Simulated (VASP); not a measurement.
Here is a VASP 6.6.1 calculation.

File INCAR:

```
SYSTEM = Ni2O
PREC = Accurate
ENCUT = 520
EDIFF = 1E-6
ISMEAR = 0
SIGMA = 0.1
LREAL = .False.
LASPH = .True.
NELM = 60
ALGO = Normal
ISIF = 2
LWAVE = .False.
LCHARG = .False.
GGA = PE
NBANDS = 35
```

KPOINTS

```
regular mesh
0
Gamma
  8 8 8
  0 0 0
```

Contents of POSCAR:

```
Ni2O
1.0
    0.0000000000      4.0985795450      4.0985795450
    4.0985795450      0.0000000000      4.0985795450
    4.0985795450      4.0985795450      0.0000000000
Ni O
4 2
Direct
    0.1250000000      0.1250000000      0.1250000000
    0.6250000000      0.1250000000      0.1250000000
    0.1250000000      0.1250000000      0.6250000000
    0.1250000000      0.6250000000      0.1250000000
    0.0000000000      0.0000000000      0.0000000000
    0.2500000000      0.2500000000      0.2500000000
```

Potentials or basis: VASP PAW PBE potentials, release 64 (Ni, O).

Launch:

```console
$ cat potpaw_PBE.64/Ni/POTCAR potpaw_PBE.64/O/POTCAR > POTCAR
$ mpirun -np 1 vasp_std > vasp.out
```

What does it give for the pressure?

0.4 GPa.

Estimate the band gap on the k mesh.

zero (bands 26 and 27 overlap by 0.96 eV).

Caveat: the run has no spin polarisation, though such a crystal can be magnetic. With open d or f shells a metallic result of PBE can be an artefact of self-interaction; +U or a hybrid may open a gap.
